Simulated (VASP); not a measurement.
# LiSi3N2 (P-6m2) in VASP: relaxation of cell and atoms with PBE

Aim: the relaxation of cell and atoms of LiSi3N2 with PBE.

Everything below comes from runs of VASP 6.6.1. Logs are shortened: lines on timing, memory, paths and dates and some standing lists are left out, and cuts for length are marked.

## (1) The cell of the first run

It takes space group P-6m2 (No. 187, hexagonal). Conventional cell: a = 4.434 Å, b = 4.434 Å, c = 4.916 Å, α = 90.00°, β = 90.00°, γ = 120.00°. Within 2.5 Å of Li (site symmetry -6m2) lie 2 N at 1.86 Å. Within 3.2 Å of Si (site symmetry 3m) lie 5 Si at 2.34 to 2.81 Å and 6 N at 2.62 to 3.11 Å and 3 Li at 2.87 Å. Within 3.6 Å of Si (site symmetry -6m2) lie 6 N at 2.63 Å and 6 Si at 2.81 Å and 6 Li at 3.55 Å. N (site symmetry 3m) has 1 N at 1.20 Å within 1.6 Å.

The cell was generated, and may not be a known phase.

## (2) Relaxation of cell and atoms, PBE

File INCAR:

```
PREC = Accurate
ENCUT = 600
EDIFF = 1E-6
ISMEAR = 0
SIGMA = 0.1
LREAL = False
LASPH = True
NELM = 100
ALGO = Fast
ISIF = 3
LWAVE = False
LCHARG = False
GGA = PE
IBRION = 2
NSW = 100
EDIFFG = -0.01
```

File KPOINTS:

```
regular mesh
0
Gamma
  12 12 8
```

File POSCAR:

```
LiSi3N2
1.0
    4.4344421091      0.0000000000      0.0000000000
   -2.2172210546      3.8403395181      0.0000000000
    0.0000000000      0.0000000000      4.9159847075
Li Si N
1 3 2
Direct
    0.3333333333      0.6666666667      0.5000000000
    0.0000000000      0.0000000000      0.7624048173
    0.0000000000      0.0000000000      0.2375951827
    0.6666666667      0.3333333333      0.0000000000
    0.3333333333      0.6666666667      0.1223123982
    0.3333333333      0.6666666667      0.8776876018
```

Potentials or basis: VASP PAW PBE potentials, release 64 (Li_sv, Si, N).

Run with:

```bash
cat potpaw_PBE.64/Li_sv/POTCAR potpaw_PBE.64/Si/POTCAR potpaw_PBE.64/N/POTCAR > POTCAR
mpirun -np 1 vasp_std > vasp.out
```

OUTCAR:

```text
PREC = Accurate
   ENCUT = 600
   EDIFF = 1E-6
   ISMEAR = 0
   LREAL = False
   LASPH = True
   NELM = 100
   ISIF = 3
   GGA = PE
   IBRION = 2
   NSW = 100
   EDIFFG = -0.01

 ion  position               nearest neighbor table
   1  0.333  0.667  0.500-   5 1.86   6 1.86   2 2.87   3 2.87   2 2.87   3 2.87   2 2.87   3 2.87

   2  0.000  0.000  0.762-   3 2.34   3 2.58   4 2.81   4 2.81   4 2.81   1 2.87   1 2.87   1 2.87

   3  0.000  0.000  0.238-   2 2.34   2 2.58   4 2.81   4 2.81   4 2.81   1 2.87   1 2.87   1 2.87

   4  0.667  0.333  0.000-   2 2.81   3 2.81   2 2.81   3 2.81   2 2.81   3 2.81
   5  0.333  0.667  0.122-   6 1.20   1 1.86
   6  0.333  0.667  0.878-   5 1.20   1 1.86

  LATTYP: Found a hexagonal cell.
 ALAT       =     4.4344421091
 C/A-ratio  =     1.1085914725

  Lattice vectors:

 A1 = (   4.4344421091,   0.0000000000,   0.0000000000)
 A2 = (  -2.2172210546,   3.8403395181,   0.0000000000)
 A3 = (   0.0000000000,   0.0000000000,   4.9159847075)

Analysis of symmetry for initial positions (statically):
=====================================================================
 Subroutine PRICEL returns:
 Original cell was already a primitive cell.

 Routine SETGRP: Setting up the symmetry group for a
 hexagonal supercell.

 Subroutine GETGRP returns: Found 12 space group operations
 (whereof 12 operations were pure point group operations)
 out of a pool of 24 trial point group operations.

The static configuration has the point symmetry D_3h.

Analysis of symmetry for dynamics (positions and initial velocities):
=====================================================================
 Subroutine PRICEL returns:
 Original cell was already a primitive cell.

 Routine SETGRP: Setting up the symmetry group for a
 hexagonal supercell.

 Subroutine GETGRP returns: Found 12 space group operations
 (whereof 12 operations were pure point group operations)
 out of a pool of 24 trial point group operations.

The dynamic configuration has the point symmetry D_3h.

 Subroutine INISYM returns: Found 12 space group operations
 (whereof 12 operations are pure point group operations),
 and found     1 'primitive' translations

----------------------------------------------------------------------------------------

                                     Primitive cell

  volume of cell :      83.7181

  direct lattice vectors                    reciprocal lattice vectors
[... 113 lines left out ...]
   IMIX   =      4    mixing-type and parameters
     AMIX     =   0.40;   BMIX     =  1.00
     AMIX_MAG =   1.60;   BMIX_MAG =  1.00
  volume/ion in A,a.u.               =      13.95        94.16
  Fermi-wavevector in a.u.,A,eV,Ry     =   1.094246  2.067826 16.291278  1.197375
  Thomas-Fermi vector in A             =   2.230547
   LORBIT       =      0    0 simple, 1 ext, 2 COOP (PROOUT), +10 PAW based schemes
   GGA     = PE    functional components
   LHFCALC =     F    Hartree Fock is set to
   AEXX    =    0.0000 exact exchange contribution
   IVDW    =     0    specifies the selected vdW correction
   LEPSILON=     F    determine dielectric tensor
   LRPA    =     F    only Hartree local field effects (RPA)
 conjugate gradient relaxation of ions
 non-spin polarized calculation
 RMM-DIIS sequential band-by-band and
 Gauss-broadening in eV      SIGMA  =   0.10
  energy-cutoff  :      600.00
  volume of cell :       83.72
 maximum number of plane-waves:      2821
 NGX is ok and might be reduce to    36
   NGX = 17   NGY = 17   NGZ = 19

--------------------------------------- Ionic step        1  -------------------------------------------

 number of electron      25.0000005 magnetization

 Free energy of the ion-electron system (eV)
  ---------------------------------------------------
  ext. energy  EPLUGINS =         0.00000000
  ---------------------------------------------------
  free energy    TOTEN  =       -31.52516523 eV

  energy without entropy =      -31.51470391  energy(sigma->0) =      -31.51993457

------------------------ aborting loop EDIFF was not reached (unconverged)  ----------------------------

  FORCE on cell =-STRESS in cart. coord.  units (eV):
  Direction    XX          YY          ZZ          XY          YZ          ZX
  --------------------------------------------------------------------------------------
  -------------------------------------------------------------------------------------
  Total       -0.2212221     -0.2212221      0.3830881      0.0000000      0.0000000      0.0000000
  in kB       -4.2336995     -4.2336995      7.3314541      0.0000000      0.0000000      0.0000000
  external PRESSURE =      -0.3786483 kB  Pullay stress =       0.0000000 kB
[... 101 lines left out ...]
  FREE ENERGIE OF THE ION-ELECTRON SYSTEM (eV)
  ---------------------------------------------------
  free  energy   TOTEN  =       -31.5374201763 eV

  energy  without entropy=      -31.5268570678  energy(sigma->0) =      -31.53213862

 E-fermi :   5.9706     XC(G=0):  -9.9771

 val. band max:        5.9684510381   @ k =   0.1667   0.0000   0.3750
 cond. band min:       5.9734540466   @ k =   0.1667   0.0833   0.5000
 fundamental gap:      0.0050030086
 Fermi energy:         5.9705614960

 k-point     1 :       0.0000    0.0000    0.0000
  band No.  band energies     occupation
      1     -39.8166      2.00000
      2     -16.0816      2.00000
      3      -5.0336      2.00000
      4      -4.9630      2.00000
      5      -1.3578      2.00000
      6      -1.3578      2.00000
[... 435 lines left out ...]
      5      -1.9371      2.00000
      6      -1.7699      2.00000
[... 8 lines left out ...]
     15       8.2531      0.00000
     16       8.8220      0.00000

 [... further k-points ...]

[... ionic steps 4 to 7 ...]

--------------------------------------- Ionic step        8  -------------------------------------------

 number of electron      25.0000001 magnetization

------------------------ aborting loop because EDIFF is reached ----------------------------------------
[... 75 lines left out ...]
--------------------------------------- Ionic step       10  -------------------------------------------

 number of electron      25.0000000 magnetization

 Free energy of the ion-electron system (eV)
  ---------------------------------------------------
  ext. energy  EPLUGINS =         0.00000000
  ---------------------------------------------------
  free energy    TOTEN  =       -31.54419664 eV

  energy without entropy =      -31.53366757  energy(sigma->0) =      -31.53893211

 E-fermi :   6.0958     XC(G=0): -10.0398

 val. band max:        6.0937633565   @ k =   0.1667   0.0833   0.1250
 cond. band min:       6.1044173577   @ k =   0.0000   0.0000   0.0000
 fundamental gap:      0.0106540012
 Fermi energy:         6.0957598426

 k-point     1 :       0.0000    0.0000    0.0000
  band No.  band energies     occupation
      1     -39.6394      2.00000
      2     -16.0088      2.00000
      3      -4.9405      2.00000
      4      -4.8843      2.00000
      5      -1.2780      2.00000
      6      -1.2780      2.00000
[... 480 lines left out ...]
  FREE ENERGIE OF THE ION-ELECTRON SYSTEM (eV)
  ---------------------------------------------------
  free  energy   TOTEN  =       -31.5441966447 eV

  energy  without entropy=      -31.5336675749  energy(sigma->0) =      -31.53893211

 reached required accuracy - stopping structural energy minimisation
```

OSZICAR:

```text
N       E                     dE             d eps       ncg     rms          rms(c)
DAV:   1     0.116038318439E+03    0.11604E+03   -0.12077E+04  3040   0.156E+03
DAV:   2    -0.209733166989E+02   -0.13701E+03   -0.13573E+03  4064   0.286E+02
DAV:   3    -0.332638337210E+02   -0.12291E+02   -0.12188E+02  5712   0.819E+01
[... 185 lines left out ...]
       N       E                     dE             d eps       ncg     rms          rms(c)
DAV:   1    -0.315442249103E+02   -0.11532E-03   -0.10288E-02  3088   0.845E-01    0.397E-02
RMM:   2    -0.315442034448E+02    0.21466E-04   -0.19523E-04  3294   0.134E-01    0.204E-02
RMM:   3    -0.315441969413E+02    0.65035E-05   -0.53419E-05  3473   0.522E-02    0.820E-03
RMM:   4    -0.315441966447E+02    0.29663E-06   -0.82613E-06  3464   0.222E-02
  10 F= -.31544197E+02 E0= -.31538932E+02  d E =-.129659E-03
```

It took 45 min on 1 thread of Oxide Virtual Turin-like, shared host; peak memory 0.29 GiB.

Results:

```
Free energy                           : -31.5442 eV
Relaxed volume                        : 13.76 Å³/atom
Relaxed cell                          : a = 4.418 Å, b = 4.418 Å, c = 4.884 Å, α = 90.00°, β = 90.00°, γ = 120.00°
Space group after relaxing (to 0.1 Å) : P-6m2 (No. 187)
Energy gained by relaxing             : 3.2 meV/atom
Ionic steps                           : 10
Pressure after relaxing               : 0.0 GPa
Largest force after relaxing          : 0.007 eV/Å
Band gap on the k mesh                : zero (an odd number of electrons rules out a gap without spin polarisation)
```

Forces in eV/Å, atoms in the order of the input:
```
Li   0.000  0.000  0.000
Si   0.000  0.000 -0.007
Si   0.000  0.000  0.007
Si   0.000  0.000  0.000
N    0.000  0.000 -0.002
N    0.000  0.000  0.002
```

The path:
```csv
step,energy change (eV),largest force (eV/Å),pressure (GPa),volume (Å³)
1,0.0000,0.6179,-0.04,83.72
2,0.0728,2.8764,-3.96,83.68
3,-0.0123,0.2135,-1.00,83.71
4,-0.0124,0.2110,-0.88,83.71
5,-0.0182,0.0491,-0.37,82.94
6,-0.0187,0.0394,-0.14,82.62
7,-0.0183,0.3038,0.38,82.48
8,-0.0189,0.0816,0.03,82.57
9,-0.0189,0.0721,-0.01,82.52
10,-0.0190,0.0071,0.00,82.54
```

Final structure:
```
Li Si N
1.0
     4.41765    0.00000    0.00000
    -2.20883    3.82580    0.00000
     0.00000    0.00000    4.88372
Li Si N
1 3 2
Direct
  0.33333 0.66667 0.50000
  0.00000 0.00000 0.75883
  0.00000 0.00000 0.24117
  0.66667 0.33333 0.00000
  0.33333 0.66667 0.12398
  0.33333 0.66667 0.87602
```

Caveat: the cutoff is under 1.25 times the usual one of these potentials, so pressure, stress and relaxed cells hold a basis-set (Pulay) error; the standard files for N, O and F lose accuracy on very short bonds; an odd number of electrons without spin polarisation forces a metal; a magnetic or distorted state may lie lower.
